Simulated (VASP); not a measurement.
Ge: single point with PBE

Crystal: Ge.

```
CELL_PARAMETERS angstrom
3.81681 0.00000 0.00000
-1.90840 3.30545 0.00000
0.00000 0.00000 3.29721
ATOMIC_POSITIONS crystal
Ge 0.66667 0.33333 0.75019
Ge 0.33333 0.66667 0.24981
```

The cell was generated, and may not be a known phase.

```yaml
Program: VASP 6.6.1
Task: single point
Functional: PBE
Potentials_or_basis: VASP PAW PBE potentials, release 64 (Ge_d)
Cutoff: 520 eV
k_mesh: 18 × 18 × 16
Occupations: gaussian, width 0.1 eV
Spin: no spin polarisation
Dipole_correction: no
Further_INCAR_settings: ALGO = Normal; EDIFF = 1e-06; NBANDS = 21
```

```json
{
 "Pressure": "-0.2 GPa",
 "Band gap on the k mesh": "zero (bands 14 and 15 overlap by 6.40 eV)"
}
```

Levels at points of the mesh, in eV from the Fermi level:
| k point | band 12 | band 13 | band 14 | band 15 | band 16 | band 17 |
| --- | --- | --- | --- | --- | --- | --- |
| (0.00, 0.00, 0.00) | -1.74 | -0.34 | -0.34 | 0.29 | 3.46 | 3.46 |
| (0.50, 0.00, 0.00) | -8.37 | -2.28 | -0.15 | 2.54 | 4.79 | 5.94 |
| (0.00, 0.00, 0.50) | -9.24 | 2.71 | 2.71 | 2.71 | 2.71 | 3.16 |
| (0.50, 0.00, 0.50) | -7.18 | -4.26 | -4.26 | 1.26 | 1.27 | 3.80 |

Run time: 7 min on 1 thread of Intel Xeon 8259CL, on a shared host, peak memory 0.44 GiB.
